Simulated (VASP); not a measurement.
# Ga (I4/mmm) in VASP: further runs, part 2 of 2

VASP 6.6.1.

## Step 4: Relaxation of cell and atoms, LDA

This run uses another cell than the first one, of 17.72 Å³/atom.

Input file INCAR:

```
PREC = Accurate
ENCUT = 600
EDIFF = 1E-6
ISMEAR = -1
SIGMA = 0.05
LREAL = False
LASPH = True
NELM = 100
ALGO = Normal
ISIF = 3
LWAVE = False
LCHARG = False
GGA = CA
IBRION = 2
NSW = 60
EDIFFG = -0.01
```

Input file KPOINTS:

```
Automatic mesh
0
Gamma
  13 13 13
```

Input file POSCAR:

```
Ga
1.0
   -1.3843987196      1.3843987196      2.3112238365
    1.3843987196     -1.3843987196      2.3112238365
    1.3843987196      1.3843987196     -2.3112238365
Ga
1
Direct
    0.0000000000      0.0000000000      0.0000000000
```

Potentials or basis: VASP PAW LDA potentials, release 64 (Ga_d).

Started as:

```console
$ cat potpaw_LDA.64/Ga_d/POTCAR > POTCAR
$ mpirun -np 1 vasp_std > vasp.out
```

OUTCAR:

```text
PREC = Accurate
   ENCUT = 600
   EDIFF = 1E-6
   ISMEAR = -1
   LREAL = False
   LASPH = True
   NELM = 100
   ISIF = 3
   GGA = CA
   IBRION = 2
   NSW = 60
   EDIFFG = -0.01

 ion  position               nearest neighbor table
   1  0.000  0.000  0.000-

  LATTYP: Found a body centered tetragonal cell.
 ALAT       =     2.7687974392
 C/A-ratio  =     1.6694784557

  Lattice vectors:

 A1 = (  -1.3843987196,   1.3843987196,   2.3112238365)
 A2 = (   1.3843987196,  -1.3843987196,   2.3112238365)
 A3 = (   1.3843987196,   1.3843987196,  -2.3112238365)

Analysis of symmetry for initial positions (statically):
=====================================================================
 Subroutine PRICEL returns:
 Original cell was already a primitive cell.

 Routine SETGRP: Setting up the symmetry group for a
 body centered tetragonal supercell.

 Subroutine GETGRP returns: Found 16 space group operations
 (whereof 16 operations were pure point group operations)
 out of a pool of 16 trial point group operations.

The static configuration has the point symmetry D_4h.

Analysis of symmetry for dynamics (positions and initial velocities):
=====================================================================
 Subroutine PRICEL returns:
 Original cell was already a primitive cell.

 Routine SETGRP: Setting up the symmetry group for a
 body centered tetragonal supercell.

 Subroutine GETGRP returns: Found 16 space group operations
 (whereof 16 operations were pure point group operations)
 out of a pool of 16 trial point group operations.

The dynamic configuration has the point symmetry D_4h.

 Subroutine INISYM returns: Found 16 space group operations
 (whereof 16 operations are pure point group operations),
 and found     1 'primitive' translations

----------------------------------------------------------------------------------------

[... 163 lines left out ...]
    total drift:                                0.000000      0.000000      0.000000

  FREE ENERGIE OF THE ION-ELECTRON SYSTEM (eV)
  ---------------------------------------------------
  free  energy   TOTEN  =        -3.5624257153 eV

  energy  without entropy=       -3.5593416093  energy(sigma->0) =       -3.56088366

--------------------------------------- Ionic step        2  -------------------------------------------

 number of electron      13.0000003 magnetization

 Free energy of the ion-electron system (eV)
  ---------------------------------------------------
  ext. energy  EPLUGINS =         0.00000000
  ---------------------------------------------------
  free energy    TOTEN  =        -3.56739937 eV

  energy without entropy =       -3.56473031  energy(sigma->0) =       -3.56606484

 E-fermi :   6.2205     XC(G=0): -11.8517

 val. band max:        6.2112784692   @ k =  -0.1538  -0.3846   0.0769
 cond. band min:       6.2703502994   @ k =  -0.3077  -0.3846   0.0769
 fundamental gap:      0.0590718302
 Fermi energy:         6.2204814897

 k-point     1 :       0.0000    0.0000    0.0000
  band No.  band energies     occupation
      1      -8.9679      2.00000
      2      -8.7928      2.00000
      3      -8.7516      2.00000
      4      -8.7516      2.00000
      5      -8.5720      2.00000
      6      -5.5689      2.00000
      7      19.2293      0.00000
      8      19.5778      0.00000
      9      19.5778      0.00000
     10      23.0767      0.00000
[... 287 lines left out ...]
 k-point    24 :       0.4615    0.1538   -0.0000
  band No.  band energies     occupation
      1      -8.9090      2.00000
      2      -8.8346      2.00000
      3      -8.7592      2.00000
      4      -8.6303      2.00000
      5      -8.5235      2.00000
      6       1.8249      2.00000
      7       2.5806      2.00000
      8      12.8858      0.00000
      9      14.7656      0.00000
     10      18.7389      0.00000

 [... further k-points ...]

------------------------ aborting loop because EDIFF is reached ----------------------------------------

  FORCE on cell =-STRESS in cart. coord.  units (eV):
  Direction    XX          YY          ZZ          XY          YZ          ZX
  --------------------------------------------------------------------------------------
  -------------------------------------------------------------------------------------
  Total        0.0083002      0.0083002      0.0021153      0.0000000     -0.0000000      0.0000000
  in kB        0.7799176      0.7799176      0.1987646      0.0000000     -0.0000000      0.0000000
  external PRESSURE =       0.5861999 kB  Pullay stress =       0.0000000 kB

 VOLUME and BASIS-vectors are now :
 -----------------------------------------------------------------------------
  energy-cutoff  :      600.00
  volume of cell :       17.05
      direct lattice vectors                 reciprocal lattice vectors
    -1.365910202  1.365910202  2.284800924     0.000000000  0.366056275  0.218837447
     1.365910202 -1.365910202  2.284800924     0.366056275  0.000000000  0.218837447
     1.365910202  1.365910202 -2.284800924     0.366056275  0.366056275  0.000000000

 POSITION                                       TOTAL-FORCE (eV/Angst)
 -----------------------------------------------------------------------------------
      0.00000      0.00000      0.00000         0.000000     -0.000000     -0.000000
 -----------------------------------------------------------------------------------
    total drift:                               -0.000000      0.000000      0.000000

  FREE ENERGIE OF THE ION-ELECTRON SYSTEM (eV)
  ---------------------------------------------------
  free  energy   TOTEN  =        -3.5673993690 eV

  energy  without entropy=       -3.5647303133  energy(sigma->0) =       -3.56606484

 reached required accuracy - stopping structural energy minimisation
```

CONTCAR:

```text
Ga
   1.00000000000000
    -1.3659102021634111    1.3659102021634111    2.2848009237373503
     1.3659102021634111   -1.3659102021634111    2.2848009237373503
     1.3659102021634111    1.3659102021634111   -2.2848009237373503
  Ga
     1
Direct
     0.0000000000000000    0.0000000000000000    0.0000000000000000

  0.00000000E+00  0.00000000E+00  0.00000000E+00
```

Run time: 77 s. Hardware: 1 thread of AMD EPYC 7R13, shared host; peak memory 0.14 GiB.

Results:

```yaml
Free_energy: -3.5674 eV
Relaxed_volume: 17.05 Å³/atom
Relaxed_cell: a = 2.992 Å, b = 2.992 Å, c = 2.992 Å, α = 125.67°, β = 125.67°, γ = 80.43°
Space_group_after_relaxing_to_0.1_Å: I4/mmm (No. 139)
Energy_gained_by_relaxing: 5.0 meV/atom
Ionic_steps: 2
Pressure_after_relaxing: 0.1 GPa
Band_gap_on_the_k_mesh: zero (an odd number of electrons rules out a gap without spin polarisation)
```

Step by step:
| step | energy change (eV) | largest force (eV/Å) | pressure (GPa) | volume (Å³) |
| --- | --- | --- | --- | --- |
| 1 | 0.0000 | 0.0000 | -2.38 | 17.72 |
| 2 | -0.0050 | 0.0000 | 0.06 | 17.05 |

Final structure:
```
CELL_PARAMETERS angstrom
-1.36591 1.36591 2.28480
1.36591 -1.36591 2.28480
1.36591 1.36591 -2.28480
ATOMIC_POSITIONS crystal
Ga 0.00000 0.00000 0.00000
```

Levels at points of the mesh, in eV from the Fermi level:
| k point | band 4 | band 5 | band 6 | band 7 | band 8 | band 9 |
| --- | --- | --- | --- | --- | --- | --- |
| (0.00, 0.00, 0.00) | -14.97 | -14.79 | -11.79 | 13.01 | 13.36 | 13.36 |

## Step 5: Relaxation of cell and atoms, PBEsol

This run uses another cell than the first one, of 17.72 Å³/atom.

Input file INCAR:

```
  PREC = Accurate
  ENCUT = 600
  EDIFF = 1E-7
  ISMEAR = -1
  SIGMA = 0.05
  LREAL = F
  LASPH = T
  NELM = 60
  ALGO = Normal
  ISIF = 3
  LWAVE = F
  LCHARG = F
  GGA = PS
  IBRION = 2
  NSW = 60
  EDIFFG = -0.01
```

Input file KPOINTS:

```
regular mesh
0
Gamma
  13 13 13
```

POSCAR is that of step 4.

Potentials or basis: VASP PAW PBE potentials, release 64 (Ga_d).

Started as:

```console
$ cat potpaw_PBE.64/Ga_d/POTCAR > POTCAR
$ mpirun -np 1 vasp_std > vasp.out
```

Wall time 3.2 min (1 thread of AMD EPYC 7R13, shared host); peak memory 0.15 GiB.

The run converged. Its results:

* Free energy: -3.3376 eV
* Relaxed volume: 17.64 Å³/atom
* Relaxed cell: a = 3.021 Å, b = 3.021 Å, c = 3.021 Å, α = 125.45°, β = 125.45°, γ = 80.80°
* Space group after relaxing (to 0.1 Å): I4/mmm (No. 139)
* Energy gained by relaxing: 0.1 meV/atom
* Ionic steps: 8
* Pressure after relaxing: 0.0 GPa
* Band gap on the k mesh: zero (an odd number of electrons rules out a gap without spin polarisation)

Step by step:
| step | energy change (eV) | largest force (eV/Å) | pressure (GPa) | volume (Å³) |
| --- | --- | --- | --- | --- |
| 1 | 0.0000 | 0.0000 | -0.30 | 17.72 |
| 2 | -0.0001 | 0.0000 | 0.11 | 17.63 |
| 3 | -0.0001 | 0.0000 | -0.05 | 17.64 |
| 4 | -0.0001 | 0.0000 | 0.00 | 17.64 |
| 5 | -0.0001 | 0.0000 | -0.01 | 17.64 |
| 6 | -0.0001 | 0.0000 | 0.00 | 17.63 |
| 7 | -0.0001 | 0.0000 | -0.01 | 17.63 |
| 8 | -0.0001 | 0.0000 | -0.05 | 17.64 |

Final structure:
```xyz
1
Lattice="-1.3844 1.3844 2.3006 1.3844 -1.3844 2.3006 1.3844 1.3844 -2.3006" Properties=species:S:1:pos:R:3 pbc="T T T"
Ga    0.0000    0.0000    0.0000
```

Levels at points of the mesh, in eV from the Fermi level:
```
           k point  band 4  band 5  band 6  band 7  band 8  band 9
(0.00, 0.00, 0.00)  -14.79  -14.62  -11.52   12.83   13.09   13.09
```

Caveat: the PAW data sets were made with another functional, which shifts forces and pressure a little.

## Step 6: The runs side by side

```tsv
task	level	potentials or basis	cell	cutoff (eV)	gap on the mesh (eV)	pressure (GPa)	relaxed volume (Å³/atom)
single point	RPBE	VASP PAW PBE potentials, release 64 (Ga_d)	a = 3.088 Å, angles 123.4, 123.4, 84.2°, 1 atom	520	none	0.1	-
relaxation of cell and atoms	PBE	VASP PAW PBE potentials, release 64 (Ga_d)	relaxed from a = 3.029 Å, angles 125.6, 125.6, 80.5°, 1 atom	600	none	0.0	18.95
relaxation of cell and atoms	LDA	VASP PAW LDA potentials, release 64 (Ga_d)	relaxed from a = 3.029 Å, angles 125.6, 125.6, 80.5°, 1 atom	600	none	0.1	17.05
relaxation of cell and atoms	PBEsol	VASP PAW PBE potentials, release 64 (Ga_d)	relaxed from a = 3.029 Å, angles 125.6, 125.6, 80.5°, 1 atom	600	none	0.0	17.64
```

Alike in all rows: no spin polarisation; k mesh 13 × 13 × 13; smearing fermi-dirac 0.05 eV.

Caveats: the PAW data sets were made with another functional, which shifts forces and pressure a little (at least some runs).

Absolute energies hang on the potentials; compare differences alone.

The gap in the log of VASP goes by the Fermi energy; the results here count the filled bands.